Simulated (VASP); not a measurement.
# BiTe (Fm-3m) in VASP: notebook

BiTe is run at these levels: PBEsol; tasks: single point.

Program: VASP 6.6.1. These are calculated values, not measurements. Logs are shortened: lines on timing, memory, paths and dates and some standing lists are left out, and cuts for length are marked.

## (1) The cell of the first run

Symmetry: Fm-3m, No. 225, cubic system. Conventional cell: a = 6.074 Å, b = 6.074 Å, c = 6.074 Å, α = 90.00°, β = 90.00°, γ = 90.00°. Within 4.0 Å of Bi (site symmetry m-3m) lie 6 Te at 3.04 Å. Te (site symmetry m-3m) has 6 Bi at 3.04 Å within 4.0 Å.

## (2) Single point, PBEsol

Contents of INCAR:

```
ALGO = Normal
EDIFF = 1E-6
ENCUT = 520
GGA = PS
ISIF = 2
ISMEAR = 0
LASPH = True
LCHARG = True
LELF = True
LREAL = False
LVHAR = True
LWAVE = False
NBANDS = 18
NELM = 80
PREC = Accurate
SIGMA = 0.1
```

Contents of KPOINTS:

```
k-points
0
Gamma
  12 12 12
```

Contents of POSCAR:

```
BiTe
1.0
    0.0000000000      3.0367768267      3.0367768267
    3.0367768267      0.0000000000      3.0367768267
    3.0367768267      3.0367768267      0.0000000000
Bi Te
1 1
Direct
    0.0000000000      0.0000000000      0.0000000000
    0.5000000000      0.5000000000      0.5000000000
```

Potentials or basis: VASP PAW PBE potentials, release 64 (Bi_d, Te).

Launch:

```bash
cat potpaw_PBE.64/Bi_d/POTCAR potpaw_PBE.64/Te/POTCAR > POTCAR
mpirun -np 1 vasp_std > vasp.out
```

OUTCAR:

```text
EDIFF = 1E-6
   ENCUT = 520
   GGA = PS
   ISIF = 2
   ISMEAR = 0
   LASPH = True
   LREAL = False
   NELM = 80
   PREC = Accurate

 ion  position               nearest neighbor table
   1  0.000  0.000  0.000-   2 3.04   2 3.04   2 3.04   2 3.04   2 3.04   2 3.04
   2  0.500  0.500  0.500-   1 3.04   1 3.04   1 3.04   1 3.04   1 3.04   1 3.04

  LATTYP: Found a face centered cubic cell.
 ALAT       =     6.0735536534

  Lattice vectors:

 A1 = (   0.0000000000,   3.0367768267,   3.0367768267)
 A2 = (   3.0367768267,   0.0000000000,   3.0367768267)
 A3 = (   3.0367768267,   3.0367768267,   0.0000000000)

Analysis of symmetry for initial positions (statically):
=====================================================================
 Subroutine PRICEL returns:
 Original cell was already a primitive cell.

 Routine SETGRP: Setting up the symmetry group for a
 face centered cubic supercell.

 Subroutine GETGRP returns: Found 48 space group operations
 (whereof 48 operations were pure point group operations)
 out of a pool of 48 trial point group operations.

The static configuration has the point symmetry O_h .

Analysis of symmetry for dynamics (positions and initial velocities):
=====================================================================
 Subroutine PRICEL returns:
 Original cell was already a primitive cell.

 Routine SETGRP: Setting up the symmetry group for a
 face centered cubic supercell.

 Subroutine GETGRP returns: Found 48 space group operations
 (whereof 48 operations were pure point group operations)
 out of a pool of 48 trial point group operations.

The dynamic configuration has the point symmetry O_h .

 Subroutine INISYM returns: Found 48 space group operations
 (whereof 48 operations are pure point group operations),
 and found     1 'primitive' translations

----------------------------------------------------------------------------------------

                                     Primitive cell

  volume of cell :      56.0104

  direct lattice vectors                    reciprocal lattice vectors
     0.000000000  3.036776827  3.036776827    -0.164648253  0.164648253  0.164648253
     3.036776827  0.000000000  3.036776827     0.164648253 -0.164648253  0.164648253
     3.036776827  3.036776827  0.000000000     0.164648253  0.164648253 -0.164648253

  length of vectors
     4.294650974  4.294650974  4.294650974     0.285179140  0.285179140  0.285179140

  position of ions in fractional coordinates (direct lattice)
     0.000000000  0.000000000  0.000000000
     0.500000000  0.500000000  0.500000000

  ion indices of the primitive-cell ions
   primitive index   ion index
                 1           1
                 2           2

----------------------------------------------------------------------------------------

 KPOINTS: k-points

Automatic generation of k-mesh.
 Grid dimensions read from file:
 generate k-points for:   12   12   12

 Generating k-lattice:

  Cartesian coordinates                     Fractional coordinates (reciprocal lattice)
    -0.013720688  0.013720688  0.013720688     0.083333333  0.000000000  0.000000000
     0.013720688 -0.013720688  0.013720688     0.000000000  0.083333333  0.000000000
     0.013720688  0.013720688 -0.013720688     0.000000000  0.000000000  0.083333333

  Length of vectors
     0.023764928  0.023764928  0.023764928

  Shift w.r.t. Gamma in fractional coordinates (k-lattice)
     0.000000000  0.000000000  0.000000000

 Subroutine IBZKPT returns following result:
 ===========================================

 Found     72 irreducible k-points:

 Following reciprocal coordinates:
            Coordinates               Weight
  0.000000  0.000000  0.000000      1.000000
  0.083333  0.000000  0.000000      8.000000
  0.166667  0.000000  0.000000      8.000000
  0.250000  0.000000  0.000000      8.000000
  0.333333  0.000000  0.000000      8.000000
  0.416667  0.000000  0.000000      8.000000
[... 16 lines left out ...]
  0.500000  0.166667  0.000000     24.000000
 -0.416667  0.166667  0.000000     24.000000
 [... further k-points ...]
   k-points           NKPTS =     72   k-points in BZ     NKDIM =     72   number of bands    NBANDS=     18
   number of dos      NEDOS =    301   number of ions     NIONS =      2
   total plane-waves  NPLWV =  32768
   dimension x,y,z NGX =    32 NGY =   32 NGZ =   32
   dimension x,y,z NGXF=    64 NGYF=   64 NGZF=   64
   ions per type =               1   1
   NGX,Y,Z   is equivalent  to a cutoff of  12.39, 12.39, 12.39 a.u.
   NGXF,Y,Z  is equivalent  to a cutoff of  24.77, 24.77, 24.77 a.u.
 SYSTEM =  unknown system
   PREC   = accura    normal or accurate (medium, high low for compatibility)
   ISTART =      0    job   : 0-new  1-cont  2-samecut
   ICHARG =      2    charge: 1-file 2-atom 10-const
   ISPIN  =      1    spin polarized calculation?
   LNONCOLLINEAR =      F non collinear calculations
   LSORBIT =      F    spin-orbit coupling
   LASPH  =      T    aspherical Exc in radial PAW
   ENCUT  =  520.0 eV  38.22 Ry    6.18 a.u.   7.99  7.99  7.99*2*pi/ulx,y,z
   NELM   =     80;   NELMIN=  2; NELMDL= -5     # of ELM steps
   EDIFF  = 0.1E-05   stopping-criterion for ELM
   LREAL  =      F    real-space projection
   EDIFFG = 0.1E-04   stopping-criterion for IOM
   NSW    =      0    number of steps for IOM
   IBRION =     -1    ionic relax: 0-MD 1-quasi-New 2-CG
   NFREE  =      0    steps in history (QN), initial steepest desc. (CG)
   ISIF   =      2    stress and relaxation
   ISYM   =      2    0-nonsym 1-usesym 2-fastsym
   POTIM  = 0.5000    time-step for ionic-motion
   TEBEG  =    0.0;   TEEND  =   0.0 temperature during run
   PSTRESS=    0.0 pullay stress
   NELECT =      21.0000    total number of electrons
   NUPDOWN=      -1.0000    fix difference up-down
   EMIN   =  10.00;   EMAX   =-10.00  energy-range for DOS
   EFERMI =   0.00;   METHOD = LEGACY
   ISMEAR =     0;   SIGMA  =   0.10  broadening in eV -4-tet -1-fermi 0-gaus
   EFERMI_NEDOS =   21; number of points for ismear=-14 and -15
   IALGO  =     38    algorithm
   IMIX   =      4    mixing-type and parameters
     AMIX     =   0.40;   BMIX     =  1.00
     AMIX_MAG =   1.60;   BMIX_MAG =  1.00
  volume/ion in A,a.u.               =      28.01       188.99
  Fermi-wavevector in a.u.,A,eV,Ry     =   1.180479  2.230782 18.960146  1.393531
  Thomas-Fermi vector in A             =   2.316771
   LORBIT       =      0    0 simple, 1 ext, 2 COOP (PROOUT), +10 PAW based schemes
   GGA     = PS    functional components
   LHFCALC =     F    Hartree Fock is set to
   AEXX    =    0.0000 exact exchange contribution
   IVDW    =     0    specifies the selected vdW correction
   LEPSILON=     F    determine dielectric tensor
   LRPA    =     F    only Hartree local field effects (RPA)
 non-spin polarized calculation
 Gauss-broadening in eV      SIGMA  =   0.10
  energy-cutoff  :      520.00
  volume of cell :       56.01
 maximum number of plane-waves:      1540
   NGX = 15   NGY = 15   NGZ = 15

 number of electron      20.9999994 magnetization

 Free energy of the ion-electron system (eV)
  ---------------------------------------------------
  ext. energy  EPLUGINS =         0.00000000
  ---------------------------------------------------
  free energy    TOTEN  =        -7.68770951 eV

  energy without entropy =       -7.68176915  energy(sigma->0) =       -7.68473933

 E-fermi :   8.9943     XC(G=0): -10.4576

 val. band max:        8.9931251178   @ k =  -0.3333   0.1667   0.0000
 cond. band min:       9.0321481295   @ k =   0.4167   0.1667   0.0833
 fundamental gap:      0.0390230117
 Fermi energy:         8.9942689200

 k-point     1 :       0.0000    0.0000    0.0000
  band No.  band energies     occupation
      1     -14.2084      2.00000
      2     -14.2084      2.00000
      3     -14.1887      2.00000
      4     -14.1887      2.00000
      5     -14.1887      2.00000
      6      -6.0252      2.00000
[... 10 lines left out ...]
     17      14.8594      0.00000
     18      15.8552      0.00000

 k-point     2 :       0.0833    0.0000    0.0000
  band No.  band energies     occupation
      1     -14.2091      2.00000
      2     -14.2091      2.00000
      3     -14.1885      2.00000
      4     -14.1879      2.00000
      5     -14.1879      2.00000
      6      -5.9466      2.00000
[... 10 lines left out ...]
     17      15.5230      0.00000
     18      16.3190      0.00000

 k-point     3 :       0.1667    0.0000    0.0000
  band No.  band energies     occupation
      1     -14.2111      2.00000
      2     -14.2111      2.00000
      3     -14.1879      2.00000
      4     -14.1853      2.00000
      5     -14.1853      2.00000
      6      -5.7116      2.00000
[... 10 lines left out ...]
     17      16.9237      0.00000
     18      17.4337      0.00000

 k-point     4 :       0.2500    0.0000    0.0000
  band No.  band energies     occupation
      1     -14.2142      2.00000
      2     -14.2141      2.00000
      3     -14.1872      2.00000
      4     -14.1815      2.00000
      5     -14.1815      2.00000
      6      -5.3230      2.00000
[... 375 lines left out ...]
      4     -14.1760      2.00000
      5     -14.1726      2.00000
      6      -4.3452      2.00000
[... 10 lines left out ...]
     17      18.3145      0.00000
     18      18.9623      0.00000

 k-point    23 :       0.5000    0.1667    0.0000
  band No.  band energies     occupation
      1     -14.2274      2.00000
      2     -14.2146      2.00000
      3     -14.1851      2.00000
      4     -14.1754      2.00000
      5     -14.1715      2.00000
      6      -3.6796      2.00000
[... 10 lines left out ...]
     17      18.1880      0.00000
     18      18.9577      0.00000

 k-point    24 :      -0.4167    0.1667    0.0000
  band No.  band energies     occupation
      1     -14.2251      2.00000
      2     -14.2173      2.00000
      3     -14.1833      2.00000
      4     -14.1756      2.00000
      5     -14.1725      2.00000
      6      -3.4239      2.00000
[... 10 lines left out ...]
     17      19.1289      0.00000
     18      20.2093      0.00000

 [... further k-points ...]

------------------------ aborting loop because EDIFF is reached ----------------------------------------

  FORCE on cell =-STRESS in cart. coord.  units (eV):
  Direction    XX          YY          ZZ          XY          YZ          ZX
  --------------------------------------------------------------------------------------
  -------------------------------------------------------------------------------------
  Total        4.1987061      4.1987061      4.1987061      0.0000000     -0.0000000      0.0000000
  in kB      120.1039901    120.1039901    120.1039901      0.0000000     -0.0000000      0.0000000
  external PRESSURE =     120.1039901 kB  Pullay stress =       0.0000000 kB

 VOLUME and BASIS-vectors are now :
 -----------------------------------------------------------------------------
  energy-cutoff  :      520.00
  volume of cell :       56.01
      direct lattice vectors                 reciprocal lattice vectors
     0.000000000  3.036776827  3.036776827    -0.164648253  0.164648253  0.164648253
     3.036776827  0.000000000  3.036776827     0.164648253 -0.164648253  0.164648253
     3.036776827  3.036776827  0.000000000     0.164648253  0.164648253 -0.164648253

 POSITION                                       TOTAL-FORCE (eV/Angst)
 -----------------------------------------------------------------------------------
      0.00000      0.00000      0.00000         0.000000     -0.000000     -0.000000
      3.03678      3.03678      3.03678        -0.000000      0.000000      0.000000
 -----------------------------------------------------------------------------------
    total drift:                                0.000000     -0.000000     -0.000000

  FREE ENERGIE OF THE ION-ELECTRON SYSTEM (eV)
  ---------------------------------------------------
  free  energy   TOTEN  =        -7.6877095102 eV

  energy  without entropy=       -7.6817691536  energy(sigma->0) =       -7.68473933
```

Run time: 69 s. Hardware: 1 thread of Intel Xeon 8259CL, shared host; peak memory 0.22 GiB.

What came out:

- Free energy: -7.6877 eV
- Pressure: 12.0 GPa
- Band gap on the k mesh: zero (an odd number of electrons rules out a gap without spin polarisation)

Caveat: the cell stands under pressure; the PAW data sets were made with another functional, which shifts forces and pressure a little; spin-orbit coupling is left out, which moves the levels of the heavy elements; an odd number of electrons without spin polarisation forces a metal; a magnetic or distorted state may lie lower.

## (3) Single point, PBEsol

This run uses another cell than the first one, of 19.48 Å³/atom.

Contents of INCAR:

```
ALGO = Normal
EDIFF = 1E-7
ENCUT = 520
GGA = PS
ISIF = 2
ISMEAR = 0
LASPH = T
LCHARG = T
LELF = T
LREAL = F
LVHAR = T
LWAVE = F
NBANDS = 18
NELM = 100
PREC = Accurate
SIGMA = 0.1
```

Contents of KPOINTS:

```
k-points
0
Gamma
  14 14 14
```

Contents of POSCAR:

```
BiTe
1.0
    0.0000000000      2.6905232927      2.6905232927
    2.6905232927      0.0000000000      2.6905232927
    2.6905232927      2.6905232927      0.0000000000
Bi Te
1 1
Direct
    0.0000000000      0.0000000000      0.0000000000
    0.5000000000      0.5000000000      0.5000000000
```

Potentials or basis: VASP PAW PBE potentials, release 64 (Bi_d, Te).

Launch:

```bash
cat potpaw_PBE.64/Bi_d/POTCAR potpaw_PBE.64/Te/POTCAR > POTCAR
mpirun -np 1 vasp_std > vasp.out
```

Run time: 98 s. Hardware: 1 thread of Intel Xeon 8259CL, shared host; peak memory 0.21 GiB.

It converged, with:

* Free energy: -3.2952 eV
* Pressure: 90.5 GPa
* Band gap on the k mesh: zero (an odd number of electrons rules out a gap without spin polarisation)

Levels at points of the mesh, in eV from the Fermi level:
```
           k point  band 8  band 9  band 10  band 11  band 12  band 13
(0.00, 0.00, 0.00)   -4.50   -4.50    -4.50     2.95     2.95     2.95
(0.50, 0.00, 0.00)   -3.20   -3.20    -2.07    -2.07    -1.40    -1.03
(0.50, 0.50, 0.00)  -10.28   -7.53    -7.53    -0.41     6.47     6.47
```

Caveat: the cell stands under pressure; the PAW data sets were made with another functional, which shifts forces and pressure a little; spin-orbit coupling is left out, which moves the levels of the heavy elements; an odd number of electrons without spin polarisation forces a metal; a magnetic or distorted state may lie lower.

[end of part 1 of 2]

The gap in the log of VASP goes by the Fermi energy; the results here count the filled bands.